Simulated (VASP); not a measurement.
# SiGe (P6_3mc) in VASP: further runs

The runs below take SiGe through single point, with r2SCAN.

All numbers are computed with VASP 6.6.1; they aren't measurements. Logs are shortened: lines on timing, memory, paths and dates and some standing lists are left out, and cuts for length are marked.

### Step 1. The cell of the first run

Symmetry: P6_3mc, No. 186, hexagonal system. Conventional cell: a = 3.958 Å, b = 3.958 Å, c = 6.278 Å, α = 90.00°, β = 90.00°, γ = 120.00°. Within 3.1 Å of Si (site symmetry 3m) lie 4 Ge at 2.35 to 2.42 Å. Ge (site symmetry 3m) has 4 Si at 2.35 to 2.42 Å within 3.1 Å.

### Step 2. Single point, r2SCAN

The input, POSCAR:

```
SiGe
1.0
    3.9579435800      0.0000000000      0.0000000000
   -1.9789717900      3.4276796870      0.0000000000
    0.0000000000      0.0000000000      6.2775944377
Si Ge
2 2
Direct
    0.6666666667      0.3333333333      0.8746070000
    0.3333333333      0.6666666667      0.3746070000
    0.6666666667      0.3333333333      0.5003920000
    0.3333333333      0.6666666667      0.0003920000
```

The input, INCAR.step1:

```
PREC     = Accurate       # precision mode
ENCUT    = 520            # plane-wave cutoff, eV
ISMEAR   = 0              # smearing method
SIGMA    = 0.05           # smearing width, eV
LREAL    = F              # projectors in reciprocal space
LASPH    = T              # aspherical terms in the spheres
NELM     = 100            # most SCF steps
NBANDS   = 26             # bands
GGA      = PE             # functional
ALGO     = Normal         # electronic algorithm
EDIFF    = 1E-4           # SCF threshold, eV
LWAVE    = T              # write WAVECAR
LCHARG   = F              # write CHGCAR
```

The input, INCAR.step2:

```
PREC     = Accurate       # precision mode
ENCUT    = 520            # plane-wave cutoff, eV
EDIFF    = 1E-6           # SCF threshold, eV
ISMEAR   = 0              # smearing method
SIGMA    = 0.05           # smearing width, eV
LREAL    = F              # projectors in reciprocal space
LASPH    = T              # aspherical terms in the spheres
NELM     = 100            # most SCF steps
ALGO     = Normal         # electronic algorithm
ISIF     = 2              # what is computed and relaxed
LWAVE    = F              # write WAVECAR
LCHARG   = F              # write CHGCAR
METAGGA  = R2SCAN         # meta-GGA
LMIXTAU  = T            
NBANDS   = 26             # bands
ISTART   = 1
```

The input, KPOINTS:

```
Automatic mesh
0
Gamma
  12 12 6
```

Potentials or basis: VASP PAW PBE potentials, release 64 (Si, Ge_d).

On the command line:

```sh
$ cat potpaw_PBE.64/Si/POTCAR potpaw_PBE.64/Ge_d/POTCAR > POTCAR
$ cp INCAR.step1 INCAR
$ mpirun -np 1 vasp_std > vasp.out
$ cp INCAR.step2 INCAR
$ mpirun -np 1 vasp_std > vasp.out
```

OUTCAR:

```text
PREC = Accurate
   ENCUT = 520
   EDIFF = 1E-6
   ISMEAR = 0
   LREAL = F
   LASPH = T
   NELM = 100
   ISIF = 2
   METAGGA = R2SCAN
   ISTART = 1

 ion  position               nearest neighbor table
   1  0.667  0.333  0.875-   3 2.35   4 2.42   4 2.42   4 2.42
   2  0.333  0.667  0.375-   4 2.35   3 2.42   3 2.42   3 2.42
   3  0.667  0.333  0.500-   1 2.35   2 2.42   2 2.42   2 2.42
   4  0.333  0.667  0.000-   2 2.35   1 2.42   1 2.42   1 2.42

  LATTYP: Found a hexagonal cell.
 ALAT       =     3.9579435800
 C/A-ratio  =     1.5860747661

  Lattice vectors:

 A1 = (   3.9579435800,   0.0000000000,   0.0000000000)
 A2 = (  -1.9789717900,   3.4276796870,   0.0000000000)
 A3 = (   0.0000000000,   0.0000000000,   6.2775944377)

Analysis of symmetry for initial positions (statically):
=====================================================================
 Subroutine PRICEL returns:
 Original cell was already a primitive cell.

 Routine SETGRP: Setting up the symmetry group for a
 hexagonal supercell.

 Subroutine GETGRP returns: Found 12 space group operations
 (whereof  6 operations were pure point group operations)
 out of a pool of 24 trial point group operations.

The static configuration has the point symmetry C_3v.
 The point group associated with its full space group is C_6v.

Analysis of symmetry for dynamics (positions and initial velocities):
=====================================================================
 Subroutine PRICEL returns:
 Original cell was already a primitive cell.

 Routine SETGRP: Setting up the symmetry group for a
 hexagonal supercell.

 Subroutine GETGRP returns: Found 12 space group operations
 (whereof  6 operations were pure point group operations)
 out of a pool of 24 trial point group operations.

The dynamic configuration has the point symmetry C_3v.
 The point group associated with its full space group is C_6v.

 Subroutine INISYM returns: Found 12 space group operations
 (whereof  6 operations are pure point group operations),
 and found     1 'primitive' translations

----------------------------------------------------------------------------------------

                                     Primitive cell

  volume of cell :      85.1654

  direct lattice vectors                    reciprocal lattice vectors
     3.957943580  0.000000000  0.000000000     0.252656457  0.145871273  0.000000000
    -1.978971790  3.427679687  0.000000000     0.000000000  0.291742546  0.000000000
     0.000000000  0.000000000  6.277594438     0.000000000  0.000000000  0.159296688

  length of vectors
     3.957943580  3.957943580  6.277594438     0.291742546  0.291742546  0.159296688

  position of ions in fractional coordinates (direct lattice)
     0.666666667  0.333333333  0.874607000
     0.333333333  0.666666667  0.374607000
     0.666666667  0.333333333  0.500392000
     0.333333333  0.666666667  0.000392000

  ion indices of the primitive-cell ions
   primitive index   ion index
                 1           1
                 2           2
                 3           3
                 4           4

----------------------------------------------------------------------------------------

 KPOINTS: Automatic mesh

Automatic generation of k-mesh.
 Grid dimensions read from file:
 generate k-points for:   12   12    6

 Generating k-lattice:

  Cartesian coordinates                     Fractional coordinates (reciprocal lattice)
     0.021054705  0.012155939  0.000000000     0.083333333  0.000000000  0.000000000
     0.000000000  0.024311879  0.000000000     0.000000000  0.083333333  0.000000000
     0.000000000  0.000000000  0.026549448     0.000000000  0.000000000  0.166666667

  Length of vectors
     0.024311879  0.024311879  0.026549448

  Shift w.r.t. Gamma in fractional coordinates (k-lattice)
     0.000000000  0.000000000  0.000000000

 Subroutine IBZKPT returns following result:
 ===========================================

 Found     76 irreducible k-points:

 Following reciprocal coordinates:
            Coordinates               Weight
  0.000000  0.000000  0.000000      1.000000
  0.083333  0.000000  0.000000      6.000000
  0.166667  0.000000  0.000000      6.000000
  0.250000 -0.000000  0.000000      6.000000
  0.333333 -0.000000  0.000000      6.000000
  0.416667 -0.000000  0.000000      6.000000
[... 16 lines left out ...]
  0.250000 -0.000000  0.166667     12.000000
  0.333333 -0.000000  0.166667     12.000000
 [... further k-points ...]
   k-points           NKPTS =     76   k-points in BZ     NKDIM =     76   number of bands    NBANDS=     26
   number of dos      NEDOS =    301   number of ions     NIONS =      4
   total plane-waves  NPLWV =  43200
   dimension x,y,z NGX =    30 NGY =   30 NGZ =   48
   dimension x,y,z NGXF=    60 NGYF=   60 NGZF=   96
   ions per type =               2   2
   NGX,Y,Z   is equivalent  to a cutoff of  12.60, 12.60, 12.71 a.u.
   NGXF,Y,Z  is equivalent  to a cutoff of  25.20, 25.20, 25.42 a.u.
 SYSTEM =  unknown system
   PREC   = accura    normal or accurate (medium, high low for compatibility)
   ISTART =      1    job   : 0-new  1-cont  2-samecut
   ICHARG =      0    charge: 1-file 2-atom 10-const
   ISPIN  =      1    spin polarized calculation?
   LNONCOLLINEAR =      F non collinear calculations
   LSORBIT =      F    spin-orbit coupling
   LASPH  =      T    aspherical Exc in radial PAW
   ENCUT  =  520.0 eV  38.22 Ry    6.18 a.u.   7.36  7.36 11.67*2*pi/ulx,y,z
   NELM   =    100;   NELMIN=  2; NELMDL=  0     # of ELM steps
   EDIFF  = 0.1E-05   stopping-criterion for ELM
   LREAL  =      F    real-space projection
   EDIFFG = 0.1E-04   stopping-criterion for IOM
   NSW    =      0    number of steps for IOM
   IBRION =     -1    ionic relax: 0-MD 1-quasi-New 2-CG
   NFREE  =      0    steps in history (QN), initial steepest desc. (CG)
   ISIF   =      2    stress and relaxation
   ISYM   =      2    0-nonsym 1-usesym 2-fastsym
   POTIM  = 0.5000    time-step for ionic-motion
   TEBEG  =    0.0;   TEEND  =   0.0 temperature during run
   PSTRESS=    0.0 pullay stress
   NELECT =      36.0000    total number of electrons
   NUPDOWN=      -1.0000    fix difference up-down
   EMIN   =  10.00;   EMAX   =-10.00  energy-range for DOS
   EFERMI =   0.00;   METHOD = LEGACY
   ISMEAR =     0;   SIGMA  =   0.05  broadening in eV -4-tet -1-fermi 0-gaus
   EFERMI_NEDOS =   21; number of points for ismear=-14 and -15
   IALGO  =     38    algorithm
   IMIX   =      4    mixing-type and parameters
     AMIX     =   0.40;   BMIX     =  1.00
     AMIX_MAG =   1.60;   BMIX_MAG =  1.00
  volume/ion in A,a.u.               =      21.29       143.68
  Fermi-wavevector in a.u.,A,eV,Ry     =   1.228631  2.321775 20.538443  1.509533
  Thomas-Fermi vector in A             =   2.363549
   LORBIT       =      0    0 simple, 1 ext, 2 COOP (PROOUT), +10 PAW based schemes
   METAGGA = R2SCAN    functional components
   LHFCALC =     F    Hartree Fock is set to
   AEXX    =    0.0000 exact exchange contribution
   IVDW    =     0    specifies the selected vdW correction
   LEPSILON=     F    determine dielectric tensor
   LRPA    =     F    only Hartree local field effects (RPA)
 non-spin polarized calculation
 Gauss-broadening in eV      SIGMA  =   0.05
  energy-cutoff  :      520.00
  volume of cell :       85.17
 maximum number of plane-waves:      2340
 NGX is ok and might be reduce to    30

 number of electron      36.0000035 magnetization

 Free energy of the ion-electron system (eV)
  ---------------------------------------------------
  ext. energy  EPLUGINS =         0.00000000
  ---------------------------------------------------
  free energy    TOTEN  =       -45.10735434 eV

  energy without entropy =      -45.10735434  energy(sigma->0) =      -45.10735434

 E-fermi :   5.6534     XC(G=0): -10.3723

 val. band max:        5.4937070356   @ k =   0.0000   0.0000   0.0000
 cond. band min:       5.8078793490   @ k =   0.0000   0.0000   0.0000
 fundamental gap:      0.3141723134
 Fermi energy:         5.6534267435

 k-point     1 :       0.0000    0.0000    0.0000
  band No.  band energies     occupation
      1     -19.7479      2.00000
      2     -19.7469      2.00000
      3     -19.7396      2.00000
      4     -19.7396      2.00000
      5     -19.7363      2.00000
      6     -19.7362      2.00000
[... 18 lines left out ...]
     25      10.0892      0.00000
     26      12.2225      0.00000

 k-point     2 :       0.0833    0.0000    0.0000
  band No.  band energies     occupation
      1     -19.7478      2.00000
      2     -19.7466      2.00000
      3     -19.7397      2.00000
      4     -19.7392      2.00000
      5     -19.7361      2.00000
      6     -19.7358      2.00000
[... 18 lines left out ...]
     25      10.4073      0.00000
     26      11.7085      0.00000

 k-point     3 :       0.1667    0.0000    0.0000
  band No.  band energies     occupation
      1     -19.7478      2.00000
      2     -19.7458      2.00000
      3     -19.7398      2.00000
      4     -19.7381      2.00000
      5     -19.7358      2.00000
      6     -19.7345      2.00000
[... 18 lines left out ...]
     25      10.9949      0.00000
     26      11.2454      0.00000

 k-point     4 :       0.2500   -0.0000    0.0000
  band No.  band energies     occupation
      1     -19.7482      2.00000
      2     -19.7447      2.00000
      3     -19.7400      2.00000
      4     -19.7368      2.00000
      5     -19.7350      2.00000
      6     -19.7328      2.00000
[... 18 lines left out ...]
     25      12.2989      0.00000
     26      12.4429      0.00000
[... 496 lines left out ...]
      1     -19.7477      2.00000
      2     -19.7460      2.00000
      3     -19.7395      2.00000
      4     -19.7379      2.00000
      5     -19.7360      2.00000
      6     -19.7348      2.00000
[... 18 lines left out ...]
     25      10.9889      0.00000
     26      11.5932      0.00000

 k-point    23 :       0.2500   -0.0000    0.1667
  band No.  band energies     occupation
      1     -19.7480      2.00000
      2     -19.7452      2.00000
      3     -19.7395      2.00000
      4     -19.7365      2.00000
      5     -19.7353      2.00000
      6     -19.7331      2.00000
[... 18 lines left out ...]
     25      12.0894      0.00000
     26      12.1093      0.00000

 k-point    24 :       0.3333   -0.0000    0.1667
  band No.  band energies     occupation
      1     -19.7486      2.00000
      2     -19.7445      2.00000
      3     -19.7393      2.00000
      4     -19.7353      2.00000
      5     -19.7342      2.00000
      6     -19.7314      2.00000
[... 18 lines left out ...]
     25      12.8222      0.00000
     26      13.2813      0.00000

 [... further k-points ...]
[... 5 lines left out ...]
  --------------------------------------------------------------------------------------
  -------------------------------------------------------------------------------------
  Total       -1.5448415     -1.5448415      3.4702880      0.0000000      0.0000000      0.0000000
  in kB      -29.0623963    -29.0623963     65.2849406      0.0000000      0.0000000      0.0000000
  external PRESSURE =       2.3867160 kB  Pullay stress =       0.0000000 kB

 VOLUME and BASIS-vectors are now :
 -----------------------------------------------------------------------------
  energy-cutoff  :      520.00
  volume of cell :       85.17
      direct lattice vectors                 reciprocal lattice vectors
     3.957943580  0.000000000  0.000000000     0.252656457  0.145871273  0.000000000
    -1.978971790  3.427679687  0.000000000     0.000000000  0.291742546  0.000000000
     0.000000000  0.000000000  6.277594438     0.000000000  0.000000000  0.159296688

 POSITION                                       TOTAL-FORCE (eV/Angst)
 -----------------------------------------------------------------------------------
      1.97897      1.14256      5.49043         0.000000     -0.000000      0.432469
     -0.00000      2.28512      2.35163        -0.000000      0.000000      0.432469
      1.97897      1.14256      3.14126         0.000000      0.000000     -0.432469
     -0.00000      2.28512      0.00246        -0.000000      0.000000     -0.432469
 -----------------------------------------------------------------------------------
    total drift:                               -0.000000     -0.000000      0.003330

  FREE ENERGIE OF THE ION-ELECTRON SYSTEM (eV)
  ---------------------------------------------------
  free  energy   TOTEN  =       -45.1073543398 eV

  energy  without entropy=      -45.1073543350  energy(sigma->0) =      -45.10735434
```

It took 13 min on 1 thread of Intel Xeon 8259CL, shared host; peak memory 0.3 GiB.

What came out:

| Property | Result |
| --- | --- |
| Free energy | -45.1074 eV |
| Pressure | 0.2 GPa |
| Largest force | 0.432 eV/Å |
| Band gap on the k mesh | 0.31 eV |

Forces on the atoms (eV/Å):
```
Si   0.000  0.000  0.432
Si   0.000  0.000  0.432
Ge   0.000  0.000 -0.432
Ge   0.000  0.000 -0.432
```

Stress tensor (GPa, compression positive):
```
-2.91  0.00  0.00
 0.00 -2.91  0.00
 0.00  0.00  6.53
```

Caveat: the stress differs along the axes, from -3 to 7 GPa; semilocal functionals underestimate gaps, and a narrow one can read as zero; the PAW data sets were made with another functional, which shifts forces and pressure a little. A k mesh can miss the band edges.

### Step 3. Single point, r2SCAN

This run uses another cell than the first one, of the same volume but with other edges.

The input, POSCAR:

```
SiGe
1.0
    3.8414652634      0.0000000000      0.0000000000
   -1.9207326317      3.3268065059      0.0000000000
    0.0000000000      0.0000000000      6.6640559114
Si Ge
2 2
Direct
    0.6666666667      0.3333333333      0.8746070000
    0.3333333333      0.6666666667      0.3746070000
    0.6666666667      0.3333333333      0.5003920000
    0.3333333333      0.6666666667      0.0003920000
```

The input, INCAR.step1:

```
SYSTEM = SiGe
PREC = Accurate ; ENCUT = 520
ISMEAR = 0 ; SIGMA = 0.05
LREAL = .False. ; LASPH = .True.
NELM = 80 ; NBANDS = 26
GGA = PE ; ALGO = Normal
EDIFF = 1E-4 ; LWAVE = .True.
LCHARG = .False.
```

The input, INCAR.step2:

```
SYSTEM = SiGe
PREC = Accurate ; ENCUT = 520
EDIFF = 1E-6 ; ISMEAR = 0
SIGMA = 0.05 ; LREAL = .False.
LASPH = .True. ; NELM = 80
ALGO = Normal ; ISIF = 2
LWAVE = .False. ; LCHARG = .True.
METAGGA = R2SCAN ; LMIXTAU = .True.
LELF = .True. ; LVHAR = .True.
NBANDS = 26 ; ISTART = 1
```

The input, KPOINTS:

```
regular mesh
0
Gamma
  12 12 6
  0 0 0
```

Potentials or basis: VASP PAW PBE potentials, release 64 (Si, Ge_d).

On the command line:

```sh
$ cat potpaw_PBE.64/Si/POTCAR potpaw_PBE.64/Ge_d/POTCAR > POTCAR
$ cp INCAR.step1 INCAR
$ mpirun -np 1 vasp_std > vasp.out
$ cp INCAR.step2 INCAR
$ mpirun -np 1 vasp_std > vasp.out
```

It took 11 min on 1 thread of Intel Xeon 8259CL, shared host; peak memory 0.3 GiB.

Results (log left out):

```yaml
Free_energy: -45.0885 eV
Pressure: 0.3 GPa
Largest_force: 0.410 eV/Å
Band_gap_on_the_k_mesh: 0.61 eV (least direct gap 1.19 eV)
```

Forces on the atoms (eV/Å):
```
Si   0.000  0.000 -0.410
Si   0.000  0.000 -0.410
Ge   0.000  0.000  0.410
Ge   0.000  0.000  0.410
```

Stress tensor (GPa, compression positive):
```
 3.59  0.00  0.00
 0.00  3.59  0.00
 0.00  0.00 -6.27
```

Levels at points of the mesh, in eV from the valence-band top:
```
           k point  band 16  band 17  band 18  band 19  band 20  band 21
(0.00, 0.00, 0.00)    -0.42     0.00     0.00     1.19     1.31     2.51
(0.50, 0.00, 0.00)    -3.15    -3.01    -1.70     0.88     2.22     3.42
(0.00, 0.00, 0.50)    -0.84    -0.84    -0.84     1.99     1.99     3.48
(0.50, 0.00, 0.50)    -2.84    -2.56    -2.56     0.84     0.84     2.02
```

Caveat: the stress differs along the axes, from -6 to 4 GPa; semilocal functionals underestimate gaps, and a narrow one can read as zero; the PAW data sets were made with another functional, which shifts forces and pressure a little.

### Step 4. Single point, r2SCAN

This run uses another cell than the first one, of the same volume but with other edges.

The input, POSCAR:

```
SiGe
1.0
    4.2059426616      0.0000000000      0.0000000000
   -2.1029713308      3.6424531918      0.0000000000
    0.0000000000      0.0000000000      5.5591162692
Si Ge
2 2
Direct
    0.6666666667      0.3333333333      0.8746070000
    0.3333333333      0.6666666667      0.3746070000
    0.6666666667      0.3333333333      0.5003920000
    0.3333333333      0.6666666667      0.0003920000
```

The input, INCAR.step1:

```
SYSTEM = SiGe
PREC = Accurate ; ENCUT = 520
ISMEAR = 0 ; SIGMA = 0.05
LREAL = .FALSE. ; LASPH = .TRUE.
NELM = 80 ; NBANDS = 26
GGA = PE ; ALGO = Normal
EDIFF = 1E-4 ; LWAVE = .TRUE.
LCHARG = .FALSE.
```

The input, INCAR.step2:

```
SYSTEM = SiGe
PREC = Accurate ; ENCUT = 520
EDIFF = 1E-6 ; ISMEAR = 0
SIGMA = 0.05 ; LREAL = .FALSE.
LASPH = .TRUE. ; NELM = 80
ALGO = Normal ; ISIF = 2
LWAVE = .FALSE. ; LCHARG = .FALSE.
METAGGA = R2SCAN ; LMIXTAU = .TRUE.
NBANDS = 26 ; ISTART = 1
```

The input, KPOINTS:

```
regular mesh
0
G
  12 12 6
  0 0 0
```

On the command line:

```sh
$ cat potpaw_PBE.64/Si/POTCAR potpaw_PBE.64/Ge_d/POTCAR > POTCAR
$ cp INCAR.step1 INCAR
$ mpirun -np 1 vasp_std > vasp.out
$ cp INCAR.step2 INCAR
$ mpirun -np 1 vasp_std > vasp.out
```

It took 7.6 min on 1 thread of Intel Xeon 8259CL, shared host; peak memory 0.3 GiB.

Results (log left out):

```
Free energy            : -42.8756 eV
Pressure               : 8.4 GPa
Largest force          : 4.378 eV/Å
Band gap on the k mesh : zero (bands 18 and 19 overlap by 0.99 eV)
```

Forces on the atoms (eV/Å):
```
Si   0.000  0.000  4.378
Si   0.000  0.000  4.378
Ge   0.000  0.000 -4.378
Ge   0.000  0.000 -4.378
```

Stress tensor (GPa, compression positive):
```
-12.48   0.00   0.00
  0.00 -12.48   0.00
  0.00   0.00  50.02
```

Levels at points of the mesh, in eV from the Fermi level:
| k point | band 16 | band 17 | band 18 | band 19 | band 20 | band 21 |
| --- | --- | --- | --- | --- | --- | --- |
| (0.00, 0.00, 0.00) | -1.22 | -0.40 | 0.63 | 0.63 | 1.24 | 1.24 |
| (0.50, 0.00, 0.00) | -3.87 | -3.20 | -0.58 | -0.16 | 2.94 | 3.07 |
| (0.00, 0.00, 0.50) | -1.53 | -1.53 | -1.53 | 0.70 | 0.70 | 3.01 |
| (0.50, 0.00, 0.50) | -2.74 | -1.57 | -1.57 | 1.09 | 1.09 | 3.89 |

Caveat: the stress differs along the axes, from -12 to 50 GPa; the PAW data sets were made with another functional, which shifts forces and pressure a little.

(Continued in part 2 of 2.)

The gap in the log of VASP goes by the Fermi energy; the results here count the filled bands.